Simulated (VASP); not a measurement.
# FeS2 (Marcasite) (Pnnm) in VASP: single point with PBE+U

Aim: the single point of FeS2 (Marcasite) with PBE+U.

All numbers are computed with VASP 6.6.1; they aren't measurements. Logs are shortened: lines on timing, memory, paths and dates and some standing lists are left out, and cuts for length are marked.

### 1 The cell of the first run

Symmetry: Pnnm, No. 58, orthorhombic system. Conventional cell: a = 4.475 Å, b = 5.502 Å, c = 3.459 Å, α = 90.00°, β = 90.00°, γ = 90.00°. Fe (site symmetry 2/m) has 6 S at 2.28 to 2.30 Å within 3.0 Å. S (site symmetry m) has 1 S at 2.14 Å and 3 Fe at 2.28 to 2.30 Å within 2.8 Å.

### 2 Single point, PBE+U, collinear spin, antiferromagnetic start

The input, INCAR:

```
PREC = Accurate
ENCUT = 600
EDIFF = 1E-6
ISMEAR = 0
SIGMA = 0.05
LREAL = False
LASPH = True
NELM = 200
ALGO = Normal
ISIF = 2
LWAVE = False
LCHARG = False
ISPIN = 2
MAGMOM = 4 -4 0 0 0 0
LORBIT = 11
LMAXMIX = 4
LDAU = True
LDAUTYPE = 2
LDAUL = 2 -1
LDAUU = 4 0
LDAUJ = 0 0
LDAUPRINT = 1
GGA = PE
NBANDS = 33
GGA_COMPAT = False
```

The input, KPOINTS:

```
regular mesh
0
Gamma
  3 3 4
```

The input, POSCAR:

```
FeS2
1.0
    4.4749347685      0.0000000000      0.0000000000
    0.0000000000      5.5016225675      0.0000000000
    0.0000000000      0.0000000000      3.4592135725
Fe S
2 4
Direct
    0.0000000000      0.0000000000      0.0000000000
    0.5000000000      0.5000000000      0.5000000000
    0.1920857602      0.3838914432      0.0000000000
    0.3079142398      0.8838914432      0.5000000000
    0.8079142398      0.6161085568      0.0000000000
    0.6920857602      0.1161085568      0.5000000000
```

Potentials or basis: VASP PAW PBE potentials, release 64 (Fe, S).

Run with:

```console
$ cat potpaw_PBE.64/Fe/POTCAR potpaw_PBE.64/S/POTCAR > POTCAR
$ mpirun -np 1 vasp_std > vasp.out
```

OUTCAR:

```text
PREC = Accurate
   ENCUT = 600
   EDIFF = 1E-6
   ISMEAR = 0
   LREAL = False
   LASPH = True
   NELM = 200
   ISIF = 2
   ISPIN = 2
   LORBIT = 11
   GGA = PE

 ion  position               nearest neighbor table
   1  0.000  0.000  0.000-   3 2.28   5 2.28   4 2.30   6 2.30   4 2.30   6 2.30
   2  0.500  0.500  0.500-   4 2.28   6 2.28   5 2.30   3 2.30   3 2.30   5 2.30
   3  0.192  0.384  0.000-   5 2.14   1 2.28   2 2.30   2 2.30
   4  0.308  0.884  0.500-   6 2.14   2 2.28   1 2.30   1 2.30
   5  0.808  0.616  0.000-   3 2.14   1 2.28   2 2.30   2 2.30
   6  0.692  0.116  0.500-   4 2.14   2 2.28   1 2.30   1 2.30

  LATTYP: Found a simple orthorhombic cell.
 ALAT       =     3.4592135725
 B/A-ratio  =     1.2936277783
 C/A-ratio  =     1.5904258156

  Lattice vectors:

 A1 = (   0.0000000000,   0.0000000000,   3.4592135725)
 A2 = (   4.4749347685,   0.0000000000,   0.0000000000)
 A3 = (   0.0000000000,   5.5016225675,   0.0000000000)

Analysis of symmetry for initial positions (statically):
=====================================================================
 Subroutine PRICEL returns:
 Original cell was already a primitive cell.

 Routine SETGRP: Setting up the symmetry group for a
 simple orthorhombic supercell.

 Subroutine GETGRP returns: Found  8 space group operations
 (whereof  4 operations were pure point group operations)
 out of a pool of  8 trial point group operations.

The static configuration has the point symmetry C_2h.
 The point group associated with its full space group is D_2h.

Analysis of symmetry for dynamics (positions and initial velocities):
=====================================================================
 Subroutine PRICEL returns:
 Original cell was already a primitive cell.

 Routine SETGRP: Setting up the symmetry group for a
 simple orthorhombic supercell.

 Subroutine GETGRP returns: Found  8 space group operations
 (whereof  4 operations were pure point group operations)
 out of a pool of  8 trial point group operations.

The dynamic configuration has the point symmetry C_2h.
 The point group associated with its full space group is D_2h.

Analysis of structural, dynamic, and magnetic symmetry:
=====================================================================
 Subroutine PRICEL returns:
 Original cell was already a primitive cell.

 Routine SETGRP: Setting up the symmetry group for a
 simple orthorhombic supercell.

 Subroutine GETGRP returns: Found  8 space group operations
 (whereof  4 operations were pure point group operations)
 out of a pool of  8 trial point group operations.

The overall configuration has the point symmetry C_2h.
 The point group associated with its full space group is D_2h.

 Subroutine INISYM returns: Found  8 space group operations
 (whereof  4 operations are pure point group operations),
 and found     1 'primitive' translations

----------------------------------------------------------------------------------------

                                     Primitive cell

  volume of cell :      85.1638

  direct lattice vectors                    reciprocal lattice vectors
     4.474934768  0.000000000  0.000000000     0.223466945  0.000000000  0.000000000
     0.000000000  5.501622568  0.000000000     0.000000000  0.181764559  0.000000000
     0.000000000  0.000000000  3.459213572     0.000000000  0.000000000  0.289083047

  length of vectors
     4.474934768  5.501622568  3.459213572     0.223466945  0.181764559  0.289083047

  position of ions in fractional coordinates (direct lattice)
     0.000000000  0.000000000  0.000000000
     0.500000000  0.500000000  0.500000000
     0.192085760  0.383891443  0.000000000
[... 143 lines left out ...]
  o =  0.9147  v =  0.6156  0.0000 -0.2780  0.0000  0.7374  0.0000  0.0000  0.0000  0.0000  0.0000      0.0000  0.0000  0.0000  0.0000  0.0000  0.0000  0.0000  0.0000  0.0000  0.0000
  o =  0.9334  v =  0.0000 -0.9107 -0.0000 -0.4132  0.0000  0.0000  0.0000  0.0000  0.0000  0.0000      0.0000  0.0000  0.0000  0.0000  0.0000  0.0000  0.0000  0.0000  0.0000  0.0000
  o =  0.9487  v = -0.5625 -0.0000 -0.8103 -0.0000  0.1641  0.0000  0.0000  0.0000  0.0000  0.0000      0.0000  0.0000  0.0000  0.0000  0.0000  0.0000  0.0000  0.0000  0.0000  0.0000
  o =  0.9701  v = -0.5519 -0.0000  0.5158 -0.0000  0.6553  0.0000  0.0000  0.0000  0.0000  0.0000      0.0000  0.0000  0.0000  0.0000  0.0000  0.0000  0.0000  0.0000  0.0000  0.0000
  o =  0.9797  v = -0.0000 -0.4132  0.0000  0.9107  0.0000  0.0000  0.0000  0.0000  0.0000  0.0000      0.0000  0.0000  0.0000  0.0000  0.0000  0.0000  0.0000  0.0000  0.0000  0.0000

atom =   2  type =  1  l = 2

 onsite density matrix

spin component  1

  0.3531  0.0000  0.1896  0.0000 -0.2758
  0.0000  0.1798  0.0000  0.0440  0.0000
  0.1896  0.0000  0.2163  0.0000 -0.0882
  0.0000  0.0440  0.0000  0.2486  0.0000
 -0.2758  0.0000 -0.0882  0.0000  0.5941

spin component  2

  0.9423  0.0000  0.0003  0.0000  0.0232
  0.0000  0.9413  0.0000  0.0174  0.0000
  0.0003  0.0000  0.9517  0.0000  0.0142
  0.0000  0.0174  0.0000  0.9718  0.0000
  0.0232  0.0000  0.0142  0.0000  0.9394

 occupancies and eigenvectors

  o =  0.0620  v = -0.6771 -0.0000  0.6973  0.0000 -0.2354  0.0000  0.0000  0.0000  0.0000  0.0000      0.0000  0.0000  0.0000  0.0000  0.0000  0.0000  0.0000  0.0000  0.0000  0.0000
  o =  0.1584  v = -0.0000  0.8989  0.0000 -0.4381 -0.0000  0.0000  0.0000  0.0000  0.0000  0.0000      0.0000  0.0000  0.0000  0.0000  0.0000  0.0000  0.0000  0.0000  0.0000  0.0000
  o =  0.2701  v = -0.0000  0.4381 -0.0000  0.8989 -0.0000  0.0000  0.0000  0.0000  0.0000  0.0000      0.0000  0.0000  0.0000  0.0000  0.0000  0.0000  0.0000  0.0000  0.0000  0.0000
  o =  0.2738  v = -0.4724 -0.0000 -0.6570 -0.0000 -0.5875  0.0000  0.0000  0.0000  0.0000  0.0000      0.0000  0.0000  0.0000  0.0000  0.0000  0.0000  0.0000  0.0000  0.0000  0.0000
  o =  0.8277  v = -0.5643 -0.0000 -0.2866 -0.0000  0.7742  0.0000  0.0000  0.0000  0.0000  0.0000      0.0000  0.0000  0.0000  0.0000  0.0000  0.0000  0.0000  0.0000  0.0000  0.0000
  o =  0.9147  v =  0.0000  0.0000  0.0000  0.0000  0.0000 -0.6156  0.0000 -0.2780  0.0000  0.7374      0.0000  0.0000  0.0000  0.0000  0.0000  0.0000  0.0000  0.0000  0.0000  0.0000
  o =  0.9334  v =  0.0000  0.0000  0.0000  0.0000  0.0000  0.0000 -0.9107 -0.0000  0.4132  0.0000      0.0000  0.0000  0.0000  0.0000  0.0000  0.0000  0.0000  0.0000  0.0000  0.0000
  o =  0.9487  v =  0.0000  0.0000  0.0000  0.0000  0.0000  0.5625  0.0000 -0.8103  0.0000  0.1641      0.0000  0.0000  0.0000  0.0000  0.0000  0.0000  0.0000  0.0000  0.0000  0.0000
  o =  0.9701  v =  0.0000  0.0000  0.0000  0.0000  0.0000  0.5519 -0.0000  0.5158  0.0000  0.6553      0.0000  0.0000  0.0000  0.0000  0.0000  0.0000  0.0000  0.0000  0.0000  0.0000
  o =  0.9797  v =  0.0000  0.0000  0.0000  0.0000  0.0000  0.0000 -0.4132 -0.0000 -0.9107  0.0000      0.0000  0.0000  0.0000  0.0000  0.0000  0.0000  0.0000  0.0000  0.0000  0.0000

 number of electron      40.0000014 magnetization       0.0000000

 Free energy of the ion-electron system (eV)
  ---------------------------------------------------
  ext. energy  EPLUGINS =         0.00000000
  ---------------------------------------------------
  free energy    TOTEN  =       -28.88983663 eV

  energy without entropy =      -28.88795549  energy(sigma->0) =      -28.88889606

 E-fermi :   7.7478     XC(G=0): -11.4252

 val. band max:        7.7438209974   @ k =   0.3333   0.0000   0.0000
 cond. band min:       8.2735184777   @ k =   0.0000   0.3333   0.2500
 fundamental gap:      0.5296974804
 Fermi energy:         7.7477751531

 spin component 1

 k-point     1 :       0.0000    0.0000    0.0000
  band No.  band energies     occupation
      1      -9.2206      1.00000
      2      -7.3047      1.00000
      3      -4.6830      1.00000
      4      -4.0284      1.00000
      5      -0.2641      1.00000
      6       1.1835      1.00000
[... 409 lines left out ...]
     31      16.1558      0.00000
     32      16.3732      0.00000
 Fermi energy:         7.7477751531

 spin component 2

 k-point     1 :       0.0000    0.0000    0.0000
  band No.  band energies     occupation
      1      -9.2206      1.00000
      2      -7.3047      1.00000
      3      -4.6830      1.00000
      4      -4.0284      1.00000
      5      -0.2641      1.00000
      6       1.1835      1.00000
[... 409 lines left out ...]
     31      15.8215      0.00000
     32      16.4384      0.00000
 [bands above 32 left out]

------------------------ aborting loop because EDIFF is reached ----------------------------------------

  FORCE on cell =-STRESS in cart. coord.  units (eV):
  Direction    XX          YY          ZZ          XY          YZ          ZX
  --------------------------------------------------------------------------------------
  -------------------------------------------------------------------------------------
  Total       12.6690914     11.1162470     11.6343208      0.0000000      0.0000000      0.0000000
  in kB      238.3423271    209.1288232    218.8752931      0.0000000      0.0000000      0.0000000
  external PRESSURE =     222.1154811 kB  Pullay stress =       0.0000000 kB

 VOLUME and BASIS-vectors are now :
 -----------------------------------------------------------------------------
  energy-cutoff  :      600.00
  volume of cell :       85.16
      direct lattice vectors                 reciprocal lattice vectors
     4.474934768  0.000000000  0.000000000     0.223466945  0.000000000  0.000000000
     0.000000000  5.501622568  0.000000000     0.000000000  0.181764559  0.000000000
     0.000000000  0.000000000  3.459213572     0.000000000  0.000000000  0.289083047

 POSITION                                       TOTAL-FORCE (eV/Angst)
 -----------------------------------------------------------------------------------
      0.00000      0.00000      0.00000         0.000000      0.000000      0.000000
      2.23747      2.75081      1.72961         0.000000      0.000000      0.000000
      0.85957      2.11203      0.00000        -1.259931      0.326966      0.000000
      1.37790      4.86284      1.72961         1.259931      0.326966     -0.000000
      3.61536      3.38960      0.00000         1.259931     -0.326966     -0.000000
      3.09704      0.63879      1.72961        -1.259931     -0.326966      0.000000
 -----------------------------------------------------------------------------------
    total drift:                               -0.000000     -0.000000      0.000000

  FREE ENERGIE OF THE ION-ELECTRON SYSTEM (eV)
  ---------------------------------------------------
  free  energy   TOTEN  =       -28.8898366250 eV

  energy  without entropy=      -28.8879554920  energy(sigma->0) =      -28.88889606

 total charge

# of ion       s       p       d       tot
------------------------------------------
    1        0.415   0.588   6.307   7.310
    2        0.415   0.588   6.307   7.310
    3        1.356   2.374   0.000   3.729
    4        1.356   2.374   0.000   3.729
    5        1.356   2.374   0.000   3.729
    6        1.356   2.374   0.000   3.729
--------------------------------------------------
tot          6.252  10.672  12.614  29.538

 magnetization (x)

# of ion       s       p       d       tot
------------------------------------------
    1        0.021   0.016   3.151   3.187
    2       -0.021  -0.016  -3.151  -3.187
    3       -0.005   0.000   0.000  -0.005
    4        0.005  -0.000   0.000   0.005
    5       -0.005   0.000   0.000  -0.005
    6        0.005  -0.000   0.000   0.005
--------------------------------------------------
tot          0.000   0.000  -0.000  -0.000
```

It took 2.8 min on 1 thread of AMD EPYC 7R43 (Zen 3), shared host; peak memory 0.23 GiB.

What came out:

```
Free energy                                           : -28.8898 eV
Pressure                                              : 22.2 GPa
Largest force                                         : 1.302 eV/Å
Band gap on the k mesh                                : zero (filled and empty bands overlap)
Net moment                                            : 0.00 μB per cell
Site moments                                          : Fe +3.19, -3.19; S -0.01, +0.01 μB
Valence electrons inside the program's atomic spheres : Fe 7.31; S 3.73
```

Forces on the atoms (eV/Å):
```
Fe   0.000  0.000  0.000
Fe   0.000  0.000  0.000
S   -1.260  0.327  0.000
S    1.260  0.327  0.000
S    1.260 -0.327  0.000
S   -1.260 -0.327  0.000
```

Levels at points of the mesh, in eV from the Fermi level:
Spin up:
| k point | band 18 | band 19 | band 20 | band 21 | band 22 | band 23 |
| --- | --- | --- | --- | --- | --- | --- |
| (0.00, 0.00, 0.00) | -1.59 | -0.70 | -0.05 | 1.29 | 1.41 | 2.36 |
| (0.00, 0.00, 0.50) | -1.58 | -1.47 | -0.74 | -0.53 | 1.35 | 1.38 |
Spin down:
```tsv
k point	band 18	band 19	band 20	band 21	band 22	band 23
(0.00, 0.00, 0.00)	-1.59	-0.70	-0.05	1.29	1.41	2.36
(0.00, 0.00, 0.50)	-1.58	-1.47	-0.74	-0.53	1.35	1.38
```

Eigenvalues of the final occupation matrices:
```
    site  spin  trace               eigenvalues
site 1 d     1   4.75  0.91 0.93 0.95 0.97 0.98
site 1 d     2   1.59  0.06 0.16 0.27 0.27 0.83
site 2 d     1   1.59  0.06 0.16 0.27 0.27 0.83
site 2 d     2   4.75  0.91 0.93 0.95 0.97 0.98
```

Caveat: the k points lie up to 0.47 Å⁻¹ apart; forces of over 1 eV/Å act on the atoms, so gaps and moduli don't describe the material at rest.
